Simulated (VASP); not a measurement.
A run of VASP 6.6.1:

INCAR

```
SYSTEM = ZnS
  PREC = Accurate
  ENCUT = 520
  EDIFF = 1E-7
  ISMEAR = 0
  SIGMA = 0.05
  LREAL = .FALSE.
  LASPH = .TRUE.
  NELM = 80
  ALGO = Normal
  ISIF = 2
  LWAVE = .FALSE.
  LCHARG = .FALSE.
  GGA = PE
  NBANDS = 16
```

The input KPOINTS:

```
Automatic mesh
0
G
  8 8 8
  0 0 0
```

File POSCAR:

```
ZnS
1.0
    0.0000000000      2.6807405248      2.6807405248
    2.6807405248      0.0000000000      2.6807405248
    2.6807405248      2.6807405248      0.0000000000
Zn S
1 1
Direct
    0.0000000000      0.0000000000      0.0000000000
    0.7500000000      0.7500000000      0.7500000000
```

Potentials or basis: VASP PAW PBE potentials, release 64 (Zn, S).

Launch:

```bash
$ cat potpaw_PBE.64/Zn/POTCAR potpaw_PBE.64/S/POTCAR > POTCAR
$ mpirun -np 1 vasp_std > vasp.out
```

Hardware: 1 thread of Intel(R) Xeon(R) 6975P-C (Granite Rapids), with other jobs on the host.

**Question.** How long does it take, and how much memory?

**Answer.** Run time: 8.8 s on 1 thread of Intel(R) Xeon(R) 6975P-C (Granite Rapids), with other jobs on the host, peak memory 0.15 GiB. Counts: scf iterations 14, k points 29.
